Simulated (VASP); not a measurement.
# HfAg2Sn2 in VASP: single point with PBE

Aim: the single point of HfAg2Sn2 with PBE.

Program: VASP 6.6.1. These are calculated values, not measurements. Logs are shortened: lines on timing, memory, paths and dates and some standing lists are left out, and cuts for length are marked.

### Step 1. The cell of the first run

The typed cell holds 5 atoms: a = 4.440 Å, b = 3.158 Å, c = 8.034 Å, α = 78.67°, β = 73.96°, γ = 90.00°.

### Step 2. Single point, PBE

INCAR reads:

```
SYSTEM = HfAg2Sn2
PREC = Accurate
ENCUT = 520
EDIFF = 1E-6
ISMEAR = -1
SIGMA = 0.1017
LREAL = .False.
LASPH = .True.
NELM = 100
ALGO = Normal
ISIF = 2
LWAVE = .False.
LCHARG = .True.
GGA = PE
LELF = .True.
LVHAR = .True.
NBANDS = 38
ISYM = 0
```

KPOINTS reads:

```
regular mesh
0
Gamma
  4 4 4
  0 0 0
```

POSCAR reads:

```
HfAg2Sn2
1.0
   -0.0000001489      4.4395542029      0.0000561156
    3.1580718329     -0.0000001489      0.0003511821
    1.5785944489      2.2197060636     -7.5576939409
Hf Sn Ag
1 2 2
Direct
    0.0011360194      0.0006230517     -0.0007084123
    0.4000050389      0.3997103577      0.2015772408
    0.6022654508      0.6015720153      0.7970043034
    0.7861152281      0.2854952459      0.4293965014
    0.2161616473      0.7156293223      0.5691842075
```

Potentials or basis: VASP PAW PBE potentials, release 64 (Hf_pv, Sn_d, Ag).

On the command line:

```sh
> cat potpaw_PBE.64/Hf_pv/POTCAR potpaw_PBE.64/Sn_d/POTCAR potpaw_PBE.64/Ag/POTCAR > POTCAR
> mpirun -np 1 vasp_std > vasp.out
```

OUTCAR:

```text
SYSTEM = HfAg2Sn2
   PREC = Accurate
   ENCUT = 520
   EDIFF = 1E-6
   ISMEAR = -1
   LREAL = .False.
   LASPH = .True.
   NELM = 100
   ISIF = 2
   GGA = PE
   ISYM = 0

 ion  position               nearest neighbor table
   1  0.001  0.001  0.999-   2 3.12   2 3.12   3 3.12   3 3.12   3 3.12   3 3.12   2 3.12   2 3.12
                             4 3.61   5 3.61   5 3.61   4 3.61
   2  0.400  0.400  0.202-   4 2.81   4 2.81   3 3.06   1 3.12   1 3.12   1 3.12   1 3.12   5 3.20
                             5 3.20
   3  0.602  0.602  0.797-   5 2.81   5 2.81   2 3.06   1 3.12   1 3.12   1 3.12   1 3.12   4 3.20
                             4 3.20
   4  0.786  0.285  0.429-   2 2.81   2 2.81   5 2.92   5 2.92   5 2.92   5 2.92   3 3.20   3 3.20
                             1 3.61   1 3.61
   5  0.216  0.716  0.569-   3 2.81   3 2.81   4 2.92   4 2.92   4 2.92   4 2.92   2 3.20   2 3.20
                             1 3.61   1 3.61

IMPORTANT INFORMATION: All symmetrisations will be switched off!
NOSYMM: (Re-)initialisation of all symmetry stuff for point group C_1.

----------------------------------------------------------------------------------------

                                     Primitive cell

  volume of cell :     105.9650

  direct lattice vectors                    reciprocal lattice vectors
    -0.000000149  4.439554203  0.000056116    -0.000007346  0.225247005  0.066153849
     3.158071833 -0.000000149  0.000351182     0.316641554 -0.000000825  0.066137472
     1.578594449  2.219706064 -7.557693941     0.000014713  0.000001672 -0.132311929

  length of vectors
     4.439554203  3.158071852  8.033541756     0.234760612  0.323474943  0.132311929

  position of ions in fractional coordinates (direct lattice)
     0.001136019  0.000623052  0.999291588
     0.400005039  0.399710358  0.201577241
     0.602265451  0.601572015  0.797004303
     0.786115228  0.285495246  0.429396501
     0.216161647  0.715629322  0.569184208

  ion indices of the primitive-cell ions
   primitive index   ion index
                 1           1
                 2           2
                 3           3
                 4           4
                 5           5

----------------------------------------------------------------------------------------

 KPOINTS: regular mesh

Automatic generation of k-mesh.
 Grid dimensions read from file:
 generate k-points for:    4    4    4

 Generating k-lattice:

  Cartesian coordinates                     Fractional coordinates (reciprocal lattice)
    -0.000001836  0.056311751  0.016538462     0.250000000  0.000000000 -0.000000000
     0.079160389 -0.000000206  0.016534368    -0.000000000  0.250000000  0.000000000
     0.000003678  0.000000418 -0.033077982     0.000000000  0.000000000  0.250000000

  Length of vectors
     0.058690153  0.080868736  0.033077982

  Shift w.r.t. Gamma in fractional coordinates (k-lattice)
     0.000000000  0.000000000  0.000000000

 Subroutine IBZKPT returns following result:
 ===========================================

 Found     36 irreducible k-points:

 Following reciprocal coordinates:
            Coordinates               Weight
  0.000000  0.000000  0.000000      1.000000
  0.250000 -0.000000  0.000000      2.000000
  0.250000  0.000000  0.250000      2.000000
  0.500000 -0.000000  0.000000      1.000000
  0.500000  0.000000  0.500000      1.000000
 -0.000000  0.250000 -0.000000      2.000000
[... 16 lines left out ...]
  0.500000  0.250000  0.250000      2.000000
  0.500000 -0.250000  0.250000      2.000000
 [... further k-points ...]
   k-points           NKPTS =     36   k-points in BZ     NKDIM =     36   number of bands    NBANDS=     38
   number of dos      NEDOS =    301   number of ions     NIONS =      5
   total plane-waves  NPLWV =  51840
   dimension x,y,z NGX =    36 NGY =   24 NGZ =   60
   dimension x,y,z NGXF=    72 NGYF=   48 NGZF=  120
   ions per type =               1   2   2
   NGX,Y,Z   is equivalent  to a cutoff of  13.48, 12.63, 12.42 a.u.
   NGXF,Y,Z  is equivalent  to a cutoff of  26.96, 25.27, 24.83 a.u.
 SYSTEM =  HfAg2Sn2
   PREC   = accura    normal or accurate (medium, high low for compatibility)
   ISTART =      0    job   : 0-new  1-cont  2-samecut
   ICHARG =      2    charge: 1-file 2-atom 10-const
   ISPIN  =      1    spin polarized calculation?
   LNONCOLLINEAR =      F non collinear calculations
   LSORBIT =      F    spin-orbit coupling
   LASPH  =      T    aspherical Exc in radial PAW
   ENCUT  =  520.0 eV  38.22 Ry    6.18 a.u.   8.25  5.87 14.94*2*pi/ulx,y,z
   NELM   =    100;   NELMIN=  2; NELMDL= -5     # of ELM steps
   EDIFF  = 0.1E-05   stopping-criterion for ELM
   LREAL  =      F    real-space projection
   EDIFFG = 0.1E-04   stopping-criterion for IOM
   NSW    =      0    number of steps for IOM
   IBRION =     -1    ionic relax: 0-MD 1-quasi-New 2-CG
   NFREE  =      0    steps in history (QN), initial steepest desc. (CG)
   ISIF   =      2    stress and relaxation
   ISYM   =      0    0-nonsym 1-usesym 2-fastsym
   POTIM  = 0.5000    time-step for ionic-motion
   TEBEG  =    0.0;   TEEND  =   0.0 temperature during run
   PSTRESS=    0.0 pullay stress
   NELECT =      60.0000    total number of electrons
   NUPDOWN=      -1.0000    fix difference up-down
   EMIN   =  10.00;   EMAX   =-10.00  energy-range for DOS
   EFERMI =   0.00;   METHOD = LEGACY
   ISMEAR =    -1;   SIGMA  =   0.10  broadening in eV -4-tet -1-fermi 0-gaus
   EFERMI_NEDOS =   21; number of points for ismear=-14 and -15
   IALGO  =     38    algorithm
   IMIX   =      4    mixing-type and parameters
     AMIX     =   0.40;   BMIX     =  1.00
     AMIX_MAG =   1.60;   BMIX_MAG =  1.00
  volume/ion in A,a.u.               =      21.19       143.02
  Fermi-wavevector in a.u.,A,eV,Ry     =   1.354371  2.559391 24.957466  1.834322
  Thomas-Fermi vector in A             =   2.481549
   LORBIT       =      0    0 simple, 1 ext, 2 COOP (PROOUT), +10 PAW based schemes
   GGA     = PE    functional components
[... 5 lines left out ...]
 non-spin polarized calculation
  energy-cutoff  :      520.00
  volume of cell :      105.96
 maximum number of plane-waves:      2868
 NGX is ok and might be reduce to    36
   NGX = 17   NGY = 11   NGZ = 29

 number of electron      60.0000000 magnetization

 Free energy of the ion-electron system (eV)
  ---------------------------------------------------
  ext. energy  EPLUGINS =         0.00000000
  ---------------------------------------------------
  free energy    TOTEN  =       -23.31489548 eV

  energy without entropy =      -23.24799608  energy(sigma->0) =      -23.28144578

 E-fermi :   8.2927     XC(G=0): -11.3497

 val. band max:        8.1356019393   @ k =  -0.0000   0.2500  -0.0000
 cond. band min:       8.3799276509   @ k =  -0.2500  -0.2500  -0.2500
 fundamental gap:      0.2443257116
 Fermi energy:         8.2926647890

 k-point     1 :       0.0000    0.0000    0.0000
  band No.  band energies     occupation
      1     -23.2521      2.00000
      2     -23.1383      2.00000
      3     -22.7490      2.00000
      4     -13.3737      2.00000
      5     -13.3016      2.00000
      6     -13.1889      2.00000
[... 30 lines left out ...]
     37      13.4991      0.00000
     38      14.4394      0.00000

 k-point     2 :       0.2500   -0.0000    0.0000
  band No.  band energies     occupation
      1     -23.2511      2.00000
      2     -23.1450      2.00000
      3     -22.7488      2.00000
      4     -13.3729      2.00000
      5     -13.3005      2.00000
      6     -13.1966      2.00000
[... 30 lines left out ...]
     37      14.2221      0.00000
     38      14.6768      0.00000

 k-point     3 :       0.2500    0.0000    0.2500
  band No.  band energies     occupation
      1     -23.2511      2.00000
      2     -23.1450      2.00000
      3     -22.7488      2.00000
      4     -13.3729      2.00000
      5     -13.3005      2.00000
      6     -13.1966      2.00000
[... 30 lines left out ...]
     37      14.2219      0.00000
     38      14.6769      0.00000

 k-point     4 :       0.5000   -0.0000    0.0000
  band No.  band energies     occupation
      1     -23.2501      2.00000
      2     -23.1517      2.00000
      3     -22.7487      2.00000
      4     -13.3720      2.00000
      5     -13.2994      2.00000
      6     -13.2037      2.00000
[... 30 lines left out ...]
     37      15.2692      0.00000
     38      15.7583      0.00000
[... 703 lines left out ...]
      4     -13.2806      2.00000
      5     -13.2304      2.00000
      6     -13.1893      2.00000
[... 30 lines left out ...]
     37      11.8091      0.00000
     38      12.8890      0.00000

 k-point    23 :       0.5000    0.2500    0.2500
  band No.  band energies     occupation
      1     -23.2276      2.00000
      2     -23.1263      2.00000
      3     -22.9652      2.00000
      4     -13.2791      2.00000
      5     -13.2267      2.00000
      6     -13.1928      2.00000
[... 30 lines left out ...]
     37      12.6845      0.00000
     38      13.0815      0.00000

 k-point    24 :       0.5000   -0.2500    0.2500
  band No.  band energies     occupation
      1     -23.2276      2.00000
      2     -23.1263      2.00000
      3     -22.9652      2.00000
      4     -13.2791      2.00000
      5     -13.2267      2.00000
      6     -13.1928      2.00000
[... 30 lines left out ...]
     37      12.6845      0.00000
     38      13.0814      0.00000

 [... further k-points ...]

------------------------ aborting loop because EDIFF is reached ----------------------------------------

  FORCE on cell =-STRESS in cart. coord.  units (eV):
  Direction    XX          YY          ZZ          XY          YZ          ZX
  --------------------------------------------------------------------------------------
  -------------------------------------------------------------------------------------
  Total       -0.1225276     -0.1197632     -0.0843557      0.0001083     -0.0004737     -0.0002994
  in kB       -1.8526016     -1.8108044     -1.2754479      0.0016372     -0.0071630     -0.0045269
  external PRESSURE =      -1.6462846 kB  Pullay stress =       0.0000000 kB

 VOLUME and BASIS-vectors are now :
 -----------------------------------------------------------------------------
  energy-cutoff  :      520.00
  volume of cell :      105.96
      direct lattice vectors                 reciprocal lattice vectors
    -0.000000149  4.439554203  0.000056116    -0.000007346  0.225247005  0.066153849
     3.158071833 -0.000000149  0.000351182     0.316641554 -0.000000825  0.066137472
     1.578594449  2.219706064 -7.557693941     0.000014713  0.000001672 -0.132311929

 POSITION                                       TOTAL-FORCE (eV/Angst)
 -----------------------------------------------------------------------------------
      1.57944      2.22318     -7.55234         0.000034     -0.000041      0.000052
      1.58052      2.22329     -1.52330        -0.000339      0.000326      0.019226
      3.15795      4.44291     -6.02327         0.000241     -0.000145     -0.019140
      1.57946      4.44314     -3.24510        -0.000053     -0.001048     -0.004131
      3.15852      2.22308     -4.30146         0.000117      0.000908      0.003993
 -----------------------------------------------------------------------------------
    total drift:                                0.000072      0.000160     -0.000040

  FREE ENERGIE OF THE ION-ELECTRON SYSTEM (eV)
  ---------------------------------------------------
  free  energy   TOTEN  =       -23.3148954798 eV

  energy  without entropy=      -23.2479960778  energy(sigma->0) =      -23.28144578
```

Run time: 2.3 min. Hardware: 1 thread of AMD EPYC 9R45 (Zen 5), shared host; peak memory 0.26 GiB.

Results:

```yaml
Free_energy: -23.3149 eV
Pressure: -0.2 GPa
Largest_force: 0.019 eV/Å
Band_gap_on_the_k_mesh: zero (bands 30 and 31 overlap by 0.86 eV)
```

Forces in eV/Å, atoms in the order of the input:
```
Hf   0.000  0.000  0.000
Sn   0.000  0.000  0.019
Sn   0.000  0.000 -0.019
Ag   0.000 -0.001 -0.004
Ag   0.000  0.001  0.004
```

Levels at points of the mesh, in eV from the Fermi level:
| k point | band 27 | band 28 | band 29 | band 30 | band 31 | band 32 | band 33 | band 34 |
| --- | --- | --- | --- | --- | --- | --- | --- | --- |
| (0.00, 0.00, 0.00) | -2.19 | -1.93 | -0.56 | 0.24 | 1.14 | 1.91 | 2.23 | 2.42 |
| (0.50, 0.00, 0.00) | -4.01 | -2.70 | -2.52 | -0.90 | 0.82 | 1.80 | 2.64 | 2.65 |
| (0.50, 0.00, 0.50) | -4.01 | -2.70 | -2.52 | -0.90 | 0.82 | 1.80 | 2.64 | 2.65 |
| (0.00, 0.50, 0.00) | -2.93 | -1.95 | -0.87 | -0.78 | 0.88 | 0.96 | 1.88 | 2.42 |
| (0.50, 0.50, 0.00) | -2.91 | -2.38 | -2.02 | -1.88 | 0.12 | 0.60 | 1.74 | 2.17 |
| (0.50, 0.50, 0.50) | -2.91 | -2.38 | -2.02 | -1.88 | 0.12 | 0.60 | 1.74 | 2.17 |
| (0.00, 0.00, 0.50) | -2.67 | -1.83 | -1.75 | -1.31 | 1.25 | 2.55 | 2.63 | 2.87 |
| (0.00, 0.50, 0.50) | -2.93 | -1.95 | -0.87 | -0.78 | 0.88 | 0.96 | 1.88 | 2.43 |

Caveat: the k points lie up to 0.51 Å⁻¹ apart, too coarse for converged energies and pressures of a metal; spin-orbit coupling is left out, which moves the levels of the heavy elements.
